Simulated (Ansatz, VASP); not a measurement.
# Two plane-wave programs on BeZn3Se4

The input INCAR:

```
SYSTEM = BeZn3Se4
PREC = Accurate ; ENCUT = 600
EDIFF = 1E-7 ; ISMEAR = 0
SIGMA = 0.02 ; LREAL = .FALSE.
LASPH = .TRUE. ; NELM = 80
ALGO = Normal ; ISIF = 3
LWAVE = .FALSE. ; LCHARG = .FALSE.
GGA = PE ; IBRION = 2
NSW = 100 ; EDIFFG = -0.01
```

File KPOINTS:

```
Automatic mesh
0
G
  8 8 8
  0 0 0
```

The input POSCAR:

```
BeZn3Se4
1.0
   -2.7937823871      2.7937823871      5.5792229214
    2.7937823871     -2.7937823871      5.5792229214
    2.7937823871      2.7937823871     -5.5792229214
Be Zn Se
1 3 4
Direct
    0.0000000000      0.0000000000      0.0000000000
    0.7500000000      0.2500000000      0.5000000000
    0.5000000000      0.5000000000      0.0000000000
    0.2500000000      0.7500000000      0.5000000000
    0.8851763235      0.3512486186      0.0000000000
    0.6487513814      0.6487513814      0.5339277049
    0.3512486186      0.8851763235      0.0000000000
    0.1148236765      0.1148236765      0.4660722951
```

Input for Ansatz:

```yaml
crystal:
  lattice:
    - [-2.7937823871, 2.7937823871, 5.5792229214]
    - [2.7937823871, -2.7937823871, 5.5792229214]
    - [2.7937823871, 2.7937823871, -5.5792229214]
  atoms:
    - { symbol: Be, position: [0.0, 0.0, 0.0] }
    - { symbol: Zn, position: [0.75, 0.25, 0.5] }
    - { symbol: Zn, position: [0.5, 0.5, 0.0] }
    - { symbol: Zn, position: [0.25, 0.75, 0.5] }
    - { symbol: Se, position: [0.8851763235, 0.3512486186, 0.0] }
    - { symbol: Se, position: [0.6487513814, 0.6487513814, 0.5339277049] }
    - { symbol: Se, position: [0.3512486186, 0.8851763235, 0.0] }
    - { symbol: Se, position: [0.1148236765, 0.1148236765, 0.4660722951] }
basis:
  ecutwfc: 420
kpoints:
  mp_grid: { grid: [8, 8, 8] }
hamiltonian:
  xc: pbe
scf:
  occupations: { method: gaussian, width: 0.02 }
output:
  forces: true
  stress: true
  eigenvalues: true
  write_density: true
  write_potential: true
  elf: true
  volumetric_format: npy
relax:
  adjacent_minimum: "off"
  f_tol: 0.01
  max_steps: 80
  cell: { stress_tol: 0.05 }
```

Alike in both runs: task relaxation of cell and atoms; functional PBE; k mesh 8 × 8 × 8; occupations gaussian, width 0.02 eV; no spin polarisation.

```csv
,VASP,Ansatz
version,VASP 6.6.1,Ansatz 0.2.0
potentials or method,"VASP PAW PBE potentials, release 64 (Be, Zn, Se), cutoff 600 eV","scalar-relativistic, plane waves, PAW"
valence electrons in the cell,62,102
```

VASP gave:

| Item | Value |
| --- | --- |
| gap on the k mesh at the Fermi level, each at its own relaxed structure (eV) | 1.73 |
| relaxed volume (Å³/atom) | 21.90 |
| relaxed length of the cell vector where the two differ most in proportion (Å) | 6.848 |

Task: What did Ansatz give for the same quantities?

Result: gap on the k mesh at the Fermi level, each at its own relaxed structure (eV): 1.74; relaxed volume (Å³/atom): 21.82; relaxed length of the cell vector where the two differ most in proportion (Å): 6.837.

VASP's potentials hold 62 valence electrons a cell and Ansatz's 102, so a difference there can come from the potentials and not from the codes.
